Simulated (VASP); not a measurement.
# NaTbC in VASP: a series of runs

Runs on NaTbC. Level: PBE. Tasks: single point, relaxation of cell and atoms.

All numbers are computed with VASP 6.6.1; they aren't measurements. Logs are shortened: lines on timing, memory, paths and dates and some standing lists are left out, and cuts for length are marked.

### Step 1. The cell of the first run

The structure is orthorhombic, space group Cmmm (No. 65). The conventional cell has a = 6.973 Å, b = 7.000 Å, c = 4.225 Å, α = 90.00°, β = 90.00°, γ = 90.00°. Within 4.6 Å of Na (site symmetry mmm) lie 4 Tb at 3.49 to 3.50 Å and 8 C at 4.08 to 4.09 Å and 2 Na at 4.23 Å. Tb (site symmetry mmm) has 2 C at 2.11 Å within 2.8 Å. Within 2.8 Å of C (site symmetry mmm) lie 2 Tb at 2.11 Å.

The cell was generated, and may not be a known phase.

### Step 2. Single point, PBE

Input file INCAR:

```
SYSTEM = NaTbC
  PREC = Accurate
  ENCUT = 600
  EDIFF = 1E-6
  ISMEAR = 0
  SIGMA = 0.1
  LREAL = .FALSE.
  LASPH = .TRUE.
  NELM = 200
  ALGO = Normal
  ISIF = 2
  LWAVE = .FALSE.
  LCHARG = .TRUE.
  GGA = PE
  LELF = .TRUE.
  LVHAR = .TRUE.
  NBANDS = 17
  GGA_COMPAT = .FALSE.
  LMAXMIX = 6
```

Input file KPOINTS:

```
regular mesh
0
G
  4 4 6
  0 0 0
```

Input file POSCAR:

```
NaTbC
1.0
    3.4867000225     -3.5002132929      0.0000000000
    3.4867000225      3.5002132929      0.0000000000
    0.0000000000      0.0000000000      4.2254851272
Na Tb C
1 1 1
Direct
    0.0000000000      0.0000000000      0.0000000000
    0.5000000000      0.5000000000      0.0000000000
    0.5000000000      0.5000000000      0.5000000000
```

Potentials or basis: VASP PAW PBE potentials, release 64 (Na_pv, Tb_3, C), 4f in core.

Command:

```console
$ cat potpaw_PBE.64/Na_pv/POTCAR potpaw_PBE.64/Tb_3/POTCAR potpaw_PBE.64/C/POTCAR > POTCAR
$ mpirun -np 1 vasp_std > vasp.out
```

OUTCAR:

```text
SYSTEM = NaTbC
   PREC = Accurate
   ENCUT = 600
   EDIFF = 1E-6
   ISMEAR = 0
   LREAL = .FALSE.
   LASPH = .TRUE.
   NELM = 200
   ISIF = 2
   GGA = PE

 ion  position               nearest neighbor table
   1  0.000  0.000  0.000-
   2  0.500  0.500  0.000-   3 2.11   3 2.11
   3  0.500  0.500  0.500-   2 2.11   2 2.11

  LATTYP: Found a base centered orthorhombic cell.
 ALAT       =     6.9734000450
 B/A-ratio  =     1.0038756619
 C/A-ratio  =     0.6059433132

  Lattice vectors:

 A1 = (   3.4867000225,  -3.5002132929,   0.0000000000)
 A2 = (   3.4867000225,   3.5002132929,   0.0000000000)
 A3 = (   0.0000000000,   0.0000000000,   4.2254851272)

Analysis of symmetry for initial positions (statically):
=====================================================================
 Subroutine PRICEL returns:
 Original cell was already a primitive cell.

 Routine SETGRP: Setting up the symmetry group for a
 base centered orthorhombic supercell.

 Subroutine GETGRP returns: Found  8 space group operations
 (whereof  8 operations were pure point group operations)
 out of a pool of  8 trial point group operations.

The static configuration has the point symmetry D_2h.

Analysis of symmetry for dynamics (positions and initial velocities):
=====================================================================
 Subroutine PRICEL returns:
 Original cell was already a primitive cell.

 Routine SETGRP: Setting up the symmetry group for a
 base centered orthorhombic supercell.

 Subroutine GETGRP returns: Found  8 space group operations
 (whereof  8 operations were pure point group operations)
 out of a pool of  8 trial point group operations.

The dynamic configuration has the point symmetry D_2h.

 Subroutine INISYM returns: Found  8 space group operations
 (whereof  8 operations are pure point group operations),
 and found     1 'primitive' translations

----------------------------------------------------------------------------------------

                                     Primitive cell

  volume of cell :     103.1373

  direct lattice vectors                    reciprocal lattice vectors
     3.486700022 -3.500213293  0.000000000     0.143402070 -0.142848438  0.000000000
     3.486700022  3.500213293  0.000000000     0.143402070  0.142848438  0.000000000
     0.000000000  0.000000000  4.225485127     0.000000000  0.000000000  0.236659217

  length of vectors
[... 79 lines left out ...]
   LNONCOLLINEAR =      F non collinear calculations
   LSORBIT =      F    spin-orbit coupling
   LASPH  =      T    aspherical Exc in radial PAW
   ENCUT  =  600.0 eV  44.10 Ry    6.64 a.u.   9.87  9.87  8.44*2*pi/ulx,y,z
   NELM   =    200;   NELMIN=  2; NELMDL= -5     # of ELM steps
   EDIFF  = 0.1E-05   stopping-criterion for ELM
   LREAL  =      F    real-space projection
   EDIFFG = 0.1E-04   stopping-criterion for IOM
   NSW    =      0    number of steps for IOM
   IBRION =     -1    ionic relax: 0-MD 1-quasi-New 2-CG
   NFREE  =      0    steps in history (QN), initial steepest desc. (CG)
   ISIF   =      2    stress and relaxation
   ISYM   =      2    0-nonsym 1-usesym 2-fastsym
   POTIM  = 0.5000    time-step for ionic-motion
   TEBEG  =    0.0;   TEEND  =   0.0 temperature during run
   PSTRESS=    0.0 pullay stress
   NELECT =      20.0000    total number of electrons
   NUPDOWN=      -1.0000    fix difference up-down
   EMIN   =  10.00;   EMAX   =-10.00  energy-range for DOS
   EFERMI =   0.00;   METHOD = LEGACY
   ISMEAR =     0;   SIGMA  =   0.10  broadening in eV -4-tet -1-fermi 0-gaus
   EFERMI_NEDOS =   21; number of points for ismear=-14 and -15
   IALGO  =     38    algorithm
   IMIX   =      4    mixing-type and parameters
     AMIX     =   0.40;   BMIX     =  1.00
     AMIX_MAG =   1.60;   BMIX_MAG =  1.00
  volume/ion in A,a.u.               =      34.38       232.00
  Fermi-wavevector in a.u.,A,eV,Ry     =   0.947574  1.790654 12.216612  0.897896
  Thomas-Fermi vector in A             =   2.075680
   LORBIT       =      0    0 simple, 1 ext, 2 COOP (PROOUT), +10 PAW based schemes
   GGA     = PE    functional components
   LHFCALC =     F    Hartree Fock is set to
   AEXX    =    0.0000 exact exchange contribution
   IVDW    =     0    specifies the selected vdW correction
   LEPSILON=     F    determine dielectric tensor
   LRPA    =     F    only Hartree local field effects (RPA)
 non-spin polarized calculation
 Gauss-broadening in eV      SIGMA  =   0.10
  energy-cutoff  :      600.00
  volume of cell :      103.14
 maximum number of plane-waves:      3472
   NGX = 19   NGY = 19   NGZ = 17

 number of electron      19.9999996 magnetization

 Free energy of the ion-electron system (eV)
  ---------------------------------------------------
  ext. energy  EPLUGINS =         0.00000000
  ---------------------------------------------------
  free energy    TOTEN  =       -10.82089439 eV

  energy without entropy =      -10.81374806  energy(sigma->0) =      -10.81732122

 E-fermi :   0.1980     XC(G=0):  -7.2377

 val. band max:        0.1496270998   @ k =   0.5000   0.5000   0.1667
 cond. band min:       0.2371338957   @ k =  -0.2500   0.2500   0.1667
 fundamental gap:      0.0875067960
 Fermi energy:         0.1980151160

 k-point     1 :       0.0000    0.0000    0.0000
  band No.  band energies     occupation
      1     -24.8491      2.00000
      2     -24.8477      2.00000
      3     -24.8099      2.00000
      4     -22.2808      2.00000
      5     -22.2792      2.00000
      6     -22.1556      2.00000
[... 457 lines left out ...]
      4     -22.3159      2.00000
      5     -22.2791      2.00000
      6     -22.2675      2.00000
[... 9 lines left out ...]
     16       4.6656      0.00000
     17       7.5253      0.00000

 [... further k-points ...]
[... 5 lines left out ...]
  --------------------------------------------------------------------------------------
  -------------------------------------------------------------------------------------
  Total        0.1847021      0.1147541      0.7351832     -0.0000000      0.0000000      0.0000000
  in kB        2.8692386      1.7826386     11.4206412     -0.0000000      0.0000000      0.0000000
  external PRESSURE =       5.3575061 kB  Pullay stress =       0.0000000 kB

 VOLUME and BASIS-vectors are now :
 -----------------------------------------------------------------------------
  energy-cutoff  :      600.00
  volume of cell :      103.14
      direct lattice vectors                 reciprocal lattice vectors
     3.486700022 -3.500213293  0.000000000     0.143402070 -0.142848438  0.000000000
     3.486700022  3.500213293  0.000000000     0.143402070  0.142848438  0.000000000
     0.000000000  0.000000000  4.225485127     0.000000000  0.000000000  0.236659217

 POSITION                                       TOTAL-FORCE (eV/Angst)
 -----------------------------------------------------------------------------------
      0.00000      0.00000      0.00000        -0.000000      0.000000      0.000000
      3.48670      0.00000      0.00000         0.000000      0.000000      0.000000
      3.48670      0.00000      2.11274        -0.000000      0.000000      0.000000
 -----------------------------------------------------------------------------------
    total drift:                               -0.000000     -0.000000     -0.000000

  FREE ENERGIE OF THE ION-ELECTRON SYSTEM (eV)
  ---------------------------------------------------
  free  energy   TOTEN  =       -10.8208943880 eV

  energy  without entropy=      -10.8137480612  energy(sigma->0) =      -10.81732122
```

OSZICAR:

```text
N       E                     dE             d eps       ncg     rms          rms(c)
DAV:   1     0.117429181461E+03    0.11743E+03   -0.10442E+04   952   0.115E+03
DAV:   2    -0.412790424638E+01   -0.12156E+03   -0.11689E+03  1098   0.288E+02
DAV:   3    -0.163570526566E+02   -0.12229E+02   -0.11558E+02  1298   0.731E+01
DAV:   4    -0.166971991169E+02   -0.34015E+00   -0.33281E+00  1104   0.122E+01
DAV:   5    -0.167059108417E+02   -0.87117E-02   -0.86965E-02  1332   0.183E+00    0.468E+01
DAV:   6    -0.127212496906E+02    0.39847E+01   -0.89683E+01  1176   0.231E+01    0.107E+01
DAV:   7    -0.108595566215E+02    0.18617E+01   -0.83183E+00  1217   0.917E+00    0.601E+00
DAV:   8    -0.108401008741E+02    0.19456E-01   -0.59990E-01  1011   0.331E+00    0.323E+00
DAV:   9    -0.108218380697E+02    0.18263E-01   -0.67450E-02  1263   0.104E+00    0.472E-01
DAV:  10    -0.108208357864E+02    0.10023E-02   -0.11634E-02  1101   0.435E-01    0.167E-01
DAV:  11    -0.108208765849E+02   -0.40799E-04   -0.71014E-04  1110   0.134E-01    0.197E-02
DAV:  12    -0.108208917040E+02   -0.15119E-04   -0.69491E-05  1246   0.389E-02    0.124E-02
DAV:  13    -0.108208944744E+02   -0.27705E-05   -0.21087E-05  1145   0.218E-02    0.113E-02
DAV:  14    -0.108208943880E+02    0.86462E-07   -0.14047E-06   894   0.605E-03
   1 F= -.10820894E+02 E0= -.10817321E+02  d E =-.714633E-02
```

It took 26 s on 1 thread of Intel Xeon 6975P-C (Granite Rapids), shared host; peak memory 0.26 GiB.

Results:

```
Free energy            : -10.8209 eV
Pressure               : 0.5 GPa
Band gap on the k mesh : zero (bands 10 and 11 overlap by 1.76 eV)
```

Levels at points of the mesh, in eV from the Fermi level:
| k point | band 7 | band 8 | band 9 | band 10 | band 11 | band 12 | band 13 | band 14 |
| --- | --- | --- | --- | --- | --- | --- | --- | --- |
| (0.00, 0.00, 0.00) | -9.17 | -1.99 | 0.15 | 0.16 | 0.83 | 2.34 | 2.42 | 3.19 |
| (0.50, 0.00, 0.00) | -9.13 | -1.39 | -0.49 | 0.28 | 1.62 | 1.90 | 2.40 | 2.70 |
| (0.50, 0.50, 0.00) | -9.10 | -0.73 | -0.72 | -0.22 | 2.15 | 2.45 | 2.81 | 2.81 |
| (0.00, 0.00, 0.50) | -6.70 | -2.82 | -1.40 | -1.40 | -1.17 | 1.30 | 2.13 | 2.63 |
| (0.50, 0.00, 0.50) | -6.65 | -2.78 | -1.95 | -1.34 | 0.12 | 1.08 | 2.01 | 3.14 |
| (0.50, 0.50, 0.50) | -6.61 | -2.76 | -1.81 | -1.81 | 0.70 | 2.38 | 2.40 | 2.55 |

Caveat: spin-orbit coupling is left out, which moves the levels of the heavy elements; the 4f electrons are frozen in the core, so they carry no moment and show no levels.

(Continued in part 2 of 2.)

The gap in the log of VASP goes by the Fermi energy; the results here count the filled bands.